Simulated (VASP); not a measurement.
# Sn (Fd-3m) in VASP: further runs, part 2 of 2

VASP 6.6.1. Earlier steps stand in the parts before.

## Step 6: Single point, LDA

This run uses another cell than the first one, of 33.95 Å³/atom.

Contents of INCAR:

```
PREC = Accurate
ENCUT = 520
EDIFF = 1E-7
ISMEAR = 1
SIGMA = 0.3
LREAL = F
LASPH = T
NELM = 100
ALGO = Normal
ISIF = 2
LWAVE = F
LCHARG = F
GGA = CA
NBANDS = 21
```

Contents of KPOINTS:

```
Automatic mesh
0
Gamma
  9 9 9
```

Contents of POSCAR:

```
Sn
1.0
    0.0000000000      3.2380799619      3.2380799619
    3.2380799619      0.0000000000      3.2380799619
    3.2380799619      3.2380799619      0.0000000000
Sn
2
Direct
    0.5000000000      0.5000000000      0.5000000000
    0.7500000000      0.7500000000      0.7500000000
```

Potentials or basis: VASP PAW LDA potentials, release 64 (Sn_d).

Run with:

```bash
cat potpaw_LDA.64/Sn_d/POTCAR > POTCAR
mpirun -np 1 vasp_std > vasp.out
```

OUTCAR:

```text
PREC = Accurate
   ENCUT = 520
   EDIFF = 1E-7
   ISMEAR = 1
   LREAL = F
   LASPH = T
   NELM = 100
   ISIF = 2
   GGA = CA

 ion  position               nearest neighbor table
   1  0.500  0.500  0.500-   2 2.80   2 2.80   2 2.80   2 2.80
   2  0.750  0.750  0.750-   1 2.80   1 2.80   1 2.80   1 2.80

  LATTYP: Found a face centered cubic cell.
 ALAT       =     6.4761599238

  Lattice vectors:

 A1 = (   0.0000000000,   3.2380799619,   3.2380799619)
 A2 = (   3.2380799619,   0.0000000000,   3.2380799619)
 A3 = (   3.2380799619,   3.2380799619,   0.0000000000)

Analysis of symmetry for initial positions (statically):
=====================================================================
 Subroutine PRICEL returns:
 Original cell was already a primitive cell.

 Routine SETGRP: Setting up the symmetry group for a
 face centered cubic supercell.

 Subroutine GETGRP returns: Found 48 space group operations
 (whereof 24 operations were pure point group operations)
 out of a pool of 48 trial point group operations.

The static configuration has the point symmetry T_d .
 The point group associated with its full space group is O_h .

Analysis of symmetry for dynamics (positions and initial velocities):
=====================================================================
 Subroutine PRICEL returns:
 Original cell was already a primitive cell.

 Routine SETGRP: Setting up the symmetry group for a
 face centered cubic supercell.

 Subroutine GETGRP returns: Found 48 space group operations
 (whereof 24 operations were pure point group operations)
 out of a pool of 48 trial point group operations.

The dynamic configuration has the point symmetry T_d .
 The point group associated with its full space group is O_h .

 Subroutine INISYM returns: Found 48 space group operations
 (whereof 24 operations are pure point group operations),
 and found     1 'primitive' translations

----------------------------------------------------------------------------------------

                                     Primitive cell

  volume of cell :      67.9036

  direct lattice vectors                    reciprocal lattice vectors
     0.000000000  3.238079962  3.238079962    -0.154412493  0.154412493  0.154412493
     3.238079962  0.000000000  3.238079962     0.154412493 -0.154412493  0.154412493
     3.238079962  3.238079962  0.000000000     0.154412493  0.154412493 -0.154412493

  length of vectors
     4.579336598  4.579336598  4.579336598     0.267450283  0.267450283  0.267450283

  position of ions in fractional coordinates (direct lattice)
     0.500000000  0.500000000  0.500000000
     0.750000000  0.750000000  0.750000000

  ion indices of the primitive-cell ions
   primitive index   ion index
                 1           1
                 2           2

----------------------------------------------------------------------------------------

 KPOINTS: Automatic mesh

Automatic generation of k-mesh.
 Grid dimensions read from file:
 generate k-points for:    9    9    9

 Generating k-lattice:

  Cartesian coordinates                     Fractional coordinates (reciprocal lattice)
    -0.017156944  0.017156944  0.017156944     0.111111111  0.000000000  0.000000000
     0.017156944 -0.017156944  0.017156944     0.000000000  0.111111111  0.000000000
     0.017156944  0.017156944 -0.017156944     0.000000000  0.000000000  0.111111111

  Length of vectors
     0.029716698  0.029716698  0.029716698

  Shift w.r.t. Gamma in fractional coordinates (k-lattice)
     0.000000000  0.000000000  0.000000000

 Subroutine IBZKPT returns following result:
 ===========================================

 Found     35 irreducible k-points:

 Following reciprocal coordinates:
            Coordinates               Weight
  0.000000  0.000000  0.000000      1.000000
  0.111111  0.000000  0.000000      8.000000
  0.222222  0.000000  0.000000      8.000000
  0.333333  0.000000  0.000000      8.000000
  0.444444  0.000000  0.000000      8.000000
  0.111111  0.111111  0.000000      6.000000
[... 16 lines left out ...]
 -0.333333  0.333333  0.000000     12.000000
  0.444444  0.444444  0.000000      6.000000
 [... further k-points ...]
   k-points           NKPTS =     35   k-points in BZ     NKDIM =     35   number of bands    NBANDS=     21
   number of dos      NEDOS =    301   number of ions     NIONS =      2
   total plane-waves  NPLWV =  46656
   dimension x,y,z NGX =    36 NGY =   36 NGZ =   36
   dimension x,y,z NGXF=    72 NGYF=   72 NGZF=   72
   ions per type =               2
   NGX,Y,Z   is equivalent  to a cutoff of  13.07, 13.07, 13.07 a.u.
   NGXF,Y,Z  is equivalent  to a cutoff of  26.14, 26.14, 26.14 a.u.
 SYSTEM =  unknown system
   PREC   = accura    normal or accurate (medium, high low for compatibility)
   ISTART =      0    job   : 0-new  1-cont  2-samecut
   ICHARG =      2    charge: 1-file 2-atom 10-const
   ISPIN  =      1    spin polarized calculation?
   LNONCOLLINEAR =      F non collinear calculations
   LSORBIT =      F    spin-orbit coupling
   LASPH  =      T    aspherical Exc in radial PAW
   ENCUT  =  520.0 eV  38.22 Ry    6.18 a.u.   8.51  8.51  8.51*2*pi/ulx,y,z
   NELM   =    100;   NELMIN=  2; NELMDL= -5     # of ELM steps
   EDIFF  = 0.1E-06   stopping-criterion for ELM
   LREAL  =      F    real-space projection
   EDIFFG = 0.1E-05   stopping-criterion for IOM
   NSW    =      0    number of steps for IOM
   IBRION =     -1    ionic relax: 0-MD 1-quasi-New 2-CG
   NFREE  =      0    steps in history (QN), initial steepest desc. (CG)
   ISIF   =      2    stress and relaxation
   ISYM   =      2    0-nonsym 1-usesym 2-fastsym
   POTIM  = 0.5000    time-step for ionic-motion
   TEBEG  =    0.0;   TEEND  =   0.0 temperature during run
   PSTRESS=    0.0 pullay stress
   NELECT =      28.0000    total number of electrons
   NUPDOWN=      -1.0000    fix difference up-down
   EMIN   =  10.00;   EMAX   =-10.00  energy-range for DOS
   EFERMI =   0.00;   METHOD = LEGACY
   ISMEAR =     1;   SIGMA  =   0.30  broadening in eV -4-tet -1-fermi 0-gaus
   EFERMI_NEDOS =   21; number of points for ismear=-14 and -15
   IALGO  =     38    algorithm
   IMIX   =      4    mixing-type and parameters
     AMIX     =   0.40;   BMIX     =  1.00
     AMIX_MAG =   1.60;   BMIX_MAG =  1.00
  volume/ion in A,a.u.               =      33.95       229.12
  Fermi-wavevector in a.u.,A,eV,Ry     =   1.218512  2.302654 20.201555  1.484772
  Thomas-Fermi vector in A             =   2.353796
   LORBIT       =      0    0 simple, 1 ext, 2 COOP (PROOUT), +10 PAW based schemes
   GGA     = CA    functional components
   LHFCALC =     F    Hartree Fock is set to
   AEXX    =    0.0000 exact exchange contribution
   IVDW    =     0    specifies the selected vdW correction
   LEPSILON=     F    determine dielectric tensor
   LRPA    =     F    only Hartree local field effects (RPA)
 non-spin polarized calculation
 Methfessel and Paxton  Order N= 1 SIGMA  =   0.30
  energy-cutoff  :      520.00
  volume of cell :       67.90
 maximum number of plane-waves:      1853
 NGX is ok and might be reduce to    36
   NGX = 17   NGY = 17   NGZ = 17

 number of electron      28.0000006 magnetization

 Free energy of the ion-electron system (eV)
  ---------------------------------------------------
  ext. energy  EPLUGINS =         0.00000000
  ---------------------------------------------------
  free energy    TOTEN  =        -8.93817923 eV

  energy without entropy =       -8.93692781  energy(sigma->0) =       -8.93776209

 E-fermi :   5.3927     XC(G=0):  -9.2210

 val. band max:        5.3634791439   @ k =   0.4444   0.0000   0.0000
 cond. band min:       5.5176855386   @ k =   0.3333   0.0000   0.0000
 fundamental gap:      0.1542063947
 Fermi energy:         5.3926734967

 k-point     1 :       0.0000    0.0000    0.0000
  band No.  band energies     occupation
      1     -16.1931      2.00000
      2     -16.1931      2.00000
      3     -16.1931      2.00000
      4     -16.1307      2.00000
      5     -16.1307      2.00000
      6     -15.8133      2.00000
[... 13 lines left out ...]
     20      13.4879      0.00000
     21      13.4879      0.00000
[... 529 lines left out ...]
 k-point    24 :       0.4444    0.4444    0.0000
  band No.  band energies     occupation
      1     -16.2444      2.00000
      2     -16.2444      2.00000
      3     -16.1354      2.00000
      4     -16.0746      2.00000
      5     -15.9932      2.00000
      6     -15.9363      2.00000
[... 13 lines left out ...]
     20      15.2400      0.00000
     21      15.6972      0.00000

 [... further k-points ...]

------------------------ aborting loop because EDIFF is reached ----------------------------------------

  FORCE on cell =-STRESS in cart. coord.  units (eV):
  Direction    XX          YY          ZZ          XY          YZ          ZX
  --------------------------------------------------------------------------------------
  -------------------------------------------------------------------------------------
  Total       -0.0151491     -0.0151491     -0.0151491     -0.0000000      0.0000000      0.0000000
  in kB       -0.3574408     -0.3574408     -0.3574408     -0.0000000      0.0000000      0.0000000
  external PRESSURE =      -0.3574408 kB  Pullay stress =       0.0000000 kB

 VOLUME and BASIS-vectors are now :
 -----------------------------------------------------------------------------
  energy-cutoff  :      520.00
  volume of cell :       67.90
      direct lattice vectors                 reciprocal lattice vectors
     0.000000000  3.238079962  3.238079962    -0.154412493  0.154412493  0.154412493
     3.238079962  0.000000000  3.238079962     0.154412493 -0.154412493  0.154412493
     3.238079962  3.238079962  0.000000000     0.154412493  0.154412493 -0.154412493

 POSITION                                       TOTAL-FORCE (eV/Angst)
 -----------------------------------------------------------------------------------
      3.23808      3.23808      3.23808        -0.000000     -0.000000     -0.000000
      4.85712      4.85712      4.85712         0.000000      0.000000      0.000000
 -----------------------------------------------------------------------------------
    total drift:                                0.000000      0.000000      0.000000

  FREE ENERGIE OF THE ION-ELECTRON SYSTEM (eV)
  ---------------------------------------------------
  free  energy   TOTEN  =        -8.9381792332 eV

  energy  without entropy=       -8.9369278067  energy(sigma->0) =       -8.93776209
```

OSZICAR:

```text
N       E                     dE             d eps       ncg     rms          rms(c)
DAV:   1     0.229522103287E+03    0.22952E+03   -0.14821E+04  1490   0.195E+03
DAV:   2     0.162451917426E+02   -0.21328E+03   -0.20878E+03  1485   0.443E+02
DAV:   3    -0.824069362737E+01   -0.24486E+02   -0.24352E+02  1728   0.141E+02
DAV:   4    -0.903904759153E+01   -0.79835E+00   -0.79807E+00  1710   0.290E+01
DAV:   5    -0.906673383926E+01   -0.27686E-01   -0.27686E-01  2109   0.524E+00    0.333E+00
DAV:   6    -0.898016423229E+01    0.86570E-01   -0.40326E-02  1916   0.216E+00    0.187E+00
DAV:   7    -0.893750854174E+01    0.42656E-01   -0.60327E-02  1595   0.215E+00    0.145E-01
DAV:   8    -0.893809143765E+01   -0.58290E-03   -0.54852E-03  1720   0.798E-01    0.537E-02
DAV:   9    -0.893817886318E+01   -0.87426E-04   -0.17355E-04  1904   0.950E-02    0.141E-02
DAV:  10    -0.893817883532E+01    0.27860E-07   -0.12088E-05  2000   0.365E-02    0.411E-03
DAV:  11    -0.893817923535E+01   -0.40003E-06   -0.98604E-07  1580   0.682E-03    0.130E-03
DAV:  12    -0.893817923322E+01    0.21259E-08   -0.43175E-08  1188   0.190E-03
   1 F= -.89381792E+01 E0= -.89377621E+01  d E =-.125143E-02
```

stdout:

```text
POSCAR found type information on POSCAR Sn
 POSCAR found :  1 types and       2 ions
 scaLAPACK will be used
 LDA part: xc-table for (Slater(with rela. corr.)+CA(PZ))
 , standard interpolation
 POSCAR, INCAR and KPOINTS ok, starting setup
 FFT: planning ... GRIDC
 FFT: planning ... GRID_SOFT
 FFT: planning ... GRID
 WAVECAR not read
 entering main loop
```

Wall time 33 s (1 thread of Intel Xeon Platinum 8259CL at 2.50GHz (Skylake/Cascade Lake), shared host); peak memory 0.19 GiB.

Results:

* Free energy: -8.9382 eV
* Pressure: 0.0 GPa
* Band gap on the k mesh: zero (bands 14 and 15 overlap by 0.16 eV)

Caveat: so wide a smearing shifts energies and pressures; spin-orbit coupling is left out, which moves the levels of the heavy elements.

## Step 7: Overview

| cell | k mesh | smearing | gap on the mesh (eV) | pressure (GPa) |
| --- | --- | --- | --- | --- |
| a = 4.640 Å, angles 60.0°, 2 atoms | 14 × 14 × 14 | fermi-dirac 0.1 eV | none | -1.6 |
| a = 4.579 Å, angles 60.0°, 2 atoms | 9 × 9 × 9 | methfessel-paxton 0.03 eV | none | -0.1 |
| a = 4.579 Å, angles 60.0°, 2 atoms | 9 × 9 × 9 | methfessel-paxton 0.1 eV | none | -0.1 |
| a = 4.579 Å, angles 60.0°, 2 atoms | 9 × 9 × 9 | methfessel-paxton 0.2 eV | none | 0.0 |
| a = 4.579 Å, angles 60.0°, 2 atoms | 9 × 9 × 9 | methfessel-paxton 0.3 eV | none | 0.0 |

Alike in all rows: task single point; level LDA; potentials or basis VASP PAW LDA potentials, release 64 (Sn_d); no spin polarisation; cutoff (eV) 520.

Caveats: spin-orbit coupling is left out, which moves the levels of the heavy elements; so wide a smearing shifts energies and pressures (at least some runs).

Total energies depend on the potentials used, so only differences within one code and one set of settings carry meaning.
